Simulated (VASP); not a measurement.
# CuI (Pm-3m) in VASP: notebook, part 2 of 2

VASP 6.6.1. Earlier steps stand in the parts before.

### 3 Single point, r2SCAN

The input, POSCAR:

```
CuI
1.0
    3.6613896245      0.0000000000      0.0000000000
    0.0000000000      3.6613896245      0.0000000000
    0.0000000000      0.0000000000      3.6613896245
Cu I
1 1
Direct
    0.0000000000      0.0000000000      0.0000000000
    0.5000000000      0.5000000000      0.5000000000
```

The input, INCAR.step1:

```
PREC = Accurate
ENCUT = 520
ISMEAR = -1
SIGMA = 0.02
LREAL = False
LASPH = True
NELM = 80
NBANDS = 16
GGA = PE
ALGO = Normal
EDIFF = 1E-4
LWAVE = True
LCHARG = False
```

The input, INCAR.step2:

```
PREC = Accurate
ENCUT = 520
EDIFF = 1E-7
ISMEAR = -1
SIGMA = 0.02
LREAL = False
LASPH = True
NELM = 80
ALGO = Normal
ISIF = 2
LWAVE = False
LCHARG = False
METAGGA = R2SCAN
LMIXTAU = True
NBANDS = 16
ISTART = 1
```

The input, KPOINTS:

```
Automatic mesh
0
Gamma
  8 8 8
```

Potentials or basis: VASP PAW PBE potentials, release 64 (Cu, I).

Started as:

```
$ cat potpaw_PBE.64/Cu/POTCAR potpaw_PBE.64/I/POTCAR > POTCAR
$ cp INCAR.step1 INCAR
$ mpirun -np 1 vasp_std > vasp.out
$ cp INCAR.step2 INCAR
$ mpirun -np 1 vasp_std > vasp.out
```

OUTCAR:

```text
PREC = Accurate
   ENCUT = 520
   EDIFF = 1E-7
   ISMEAR = -1
   LREAL = False
   LASPH = True
   NELM = 80
   ISIF = 2
   METAGGA = R2SCAN
   ISTART = 1

 ion  position               nearest neighbor table
   1  0.000  0.000  0.000-   2 3.17   2 3.17   2 3.17   2 3.17   2 3.17   2 3.17   2 3.17   2 3.17

   2  0.500  0.500  0.500-   1 3.17   1 3.17   1 3.17   1 3.17   1 3.17   1 3.17   1 3.17   1 3.17

  LATTYP: Found a simple cubic cell.
 ALAT       =     3.6613896245

  Lattice vectors:

 A1 = (   3.6613896245,   0.0000000000,   0.0000000000)
 A2 = (   0.0000000000,   3.6613896245,   0.0000000000)
 A3 = (   0.0000000000,   0.0000000000,   3.6613896245)

Analysis of symmetry for initial positions (statically):
=====================================================================
 Subroutine PRICEL returns:
 Original cell was already a primitive cell.

 Routine SETGRP: Setting up the symmetry group for a
 simple cubic supercell.

 Subroutine GETGRP returns: Found 48 space group operations
 (whereof 48 operations were pure point group operations)
 out of a pool of 48 trial point group operations.

The static configuration has the point symmetry O_h .

Analysis of symmetry for dynamics (positions and initial velocities):
=====================================================================
 Subroutine PRICEL returns:
 Original cell was already a primitive cell.

 Routine SETGRP: Setting up the symmetry group for a
 simple cubic supercell.

 Subroutine GETGRP returns: Found 48 space group operations
 (whereof 48 operations were pure point group operations)
 out of a pool of 48 trial point group operations.

The dynamic configuration has the point symmetry O_h .

 Subroutine INISYM returns: Found 48 space group operations
 (whereof 48 operations are pure point group operations),
[... 110 lines left out ...]
   EFERMI =   0.00;   METHOD = LEGACY
   ISMEAR =    -1;   SIGMA  =   0.02  broadening in eV -4-tet -1-fermi 0-gaus
   EFERMI_NEDOS =   21; number of points for ismear=-14 and -15
   IALGO  =     38    algorithm
   IMIX   =      4    mixing-type and parameters
     AMIX     =   0.40;   BMIX     =  1.00
     AMIX_MAG =   1.60;   BMIX_MAG =  1.00
  volume/ion in A,a.u.               =      24.54       165.62
  Fermi-wavevector in a.u.,A,eV,Ry     =   1.171799  2.214379 18.682329  1.373112
  Thomas-Fermi vector in A             =   2.308237
   LORBIT       =      0    0 simple, 1 ext, 2 COOP (PROOUT), +10 PAW based schemes
   METAGGA = R2SCAN    functional components
   LHFCALC =     F    Hartree Fock is set to
   AEXX    =    0.0000 exact exchange contribution
   IVDW    =     0    specifies the selected vdW correction
   LEPSILON=     F    determine dielectric tensor
   LRPA    =     F    only Hartree local field effects (RPA)
 non-spin polarized calculation
  energy-cutoff  :      520.00
  volume of cell :       49.08
 maximum number of plane-waves:      1357
 NGX is ok and might be reduce to    28
   NGX = 13   NGY = 13   NGZ = 13

 number of electron      18.0000020 magnetization

 Free energy of the ion-electron system (eV)
  ---------------------------------------------------
  ext. energy  EPLUGINS =         0.00000000
  ---------------------------------------------------
  free energy    TOTEN  =       -34.29029892 eV

  energy without entropy =      -34.28914022  energy(sigma->0) =      -34.28971957

 E-fermi :   5.4541     XC(G=0): -10.2959

 val. band max:        5.4517906483   @ k =   0.5000   0.5000   0.1250
 cond. band min:       5.4612148492   @ k =   0.5000   0.0000   0.0000
 fundamental gap:      0.0094242010
 Fermi energy:         5.4540802648

 k-point     1 :       0.0000    0.0000    0.0000
  band No.  band energies     occupation
      1      -8.7644      2.00000
      2       3.5313      2.00000
      3       3.5313      2.00000
      4       3.8016      2.00000
      5       3.8016      2.00000
      6       3.8016      2.00000
[... 433 lines left out ...]
      3       1.1432      2.00000
      4       3.4378      2.00000
      5       3.6296      2.00000
      6       3.8282      2.00000
[... 8 lines left out ...]
     15      17.2184      0.00000
     16      17.6007      0.00000

 [... further k-points ...]

------------------------ aborting loop because EDIFF is reached ----------------------------------------

  FORCE on cell =-STRESS in cart. coord.  units (eV):
  Direction    XX          YY          ZZ          XY          YZ          ZX
  --------------------------------------------------------------------------------------
  -------------------------------------------------------------------------------------
  Total       -0.0066282     -0.0066282     -0.0066282      0.0000000     -0.0000000      0.0000000
  in kB       -0.2163571     -0.2163571     -0.2163571      0.0000000     -0.0000000      0.0000000
  external PRESSURE =      -0.2163571 kB  Pullay stress =       0.0000000 kB

 VOLUME and BASIS-vectors are now :
 -----------------------------------------------------------------------------
  energy-cutoff  :      520.00
  volume of cell :       49.08
      direct lattice vectors                 reciprocal lattice vectors
     3.661389624  0.000000000  0.000000000     0.273120346  0.000000000  0.000000000
     0.000000000  3.661389624  0.000000000     0.000000000  0.273120346  0.000000000
     0.000000000  0.000000000  3.661389624     0.000000000  0.000000000  0.273120346

 POSITION                                       TOTAL-FORCE (eV/Angst)
 -----------------------------------------------------------------------------------
      0.00000      0.00000      0.00000         0.000000      0.000000      0.000000
      1.83069      1.83069      1.83069         0.000000      0.000000      0.000000
 -----------------------------------------------------------------------------------
    total drift:                               -0.000000      0.000000     -0.000000

  FREE ENERGIE OF THE ION-ELECTRON SYSTEM (eV)
  ---------------------------------------------------
  free  energy   TOTEN  =       -34.2902989167 eV

  energy  without entropy=      -34.2891402176  energy(sigma->0) =      -34.28971957
```

OUTCAR.step1:

```text
PREC = Accurate
   ENCUT = 520
   ISMEAR = -1
   LREAL = False
   LASPH = True
[... 678 lines left out ...]
      0.00000      0.00000      0.00000         0.000000      0.000000      0.000000
      1.83069      1.83069      1.83069         0.000000      0.000000      0.000000
 -----------------------------------------------------------------------------------
    total drift:                               -0.000000      0.000000     -0.000000

  FREE ENERGIE OF THE ION-ELECTRON SYSTEM (eV)
  ---------------------------------------------------
  free  energy   TOTEN  =        -4.1387376649 eV

  energy  without entropy=       -4.1373546995  energy(sigma->0) =       -4.13804618
```

Run time: 96 s. Hardware: 1 thread of Intel Xeon Platinum 8259CL at 2.50GHz (Skylake/Cascade Lake), shared host; peak memory 0.18 GiB.

Results:

- Free energy: -34.2903 eV
- Pressure: 0.0 GPa
- Band gap on the k mesh: zero (bands 9 and 10 overlap by 0.11 eV)

Levels at points of the mesh, in eV from the Fermi level:
```csv
k point,band 5,band 6,band 7,band 8,band 9,band 10,band 11,band 12,band 13,band 14
"(0.00, 0.00, 0.00)",-1.65,-1.65,-1.55,-1.55,-1.55,0.17,5.94,5.94,10.90,10.90
"(0.50, 0.00, 0.00)",-1.83,-1.53,-1.39,0.01,0.01,4.08,4.38,6.76,6.76,6.91
"(0.50, 0.50, 0.00)",-1.68,-1.68,-1.56,-1.40,-0.32,-0.10,7.90,7.90,8.24,9.74
"(0.50, 0.50, 0.50)",-1.39,-1.39,-0.74,-0.74,-0.74,2.19,2.19,2.19,2.42,17.97
```

Caveat: the PAW data sets were made with another functional, which shifts forces and pressure a little; spin-orbit coupling is left out, which moves the levels of the heavy elements.
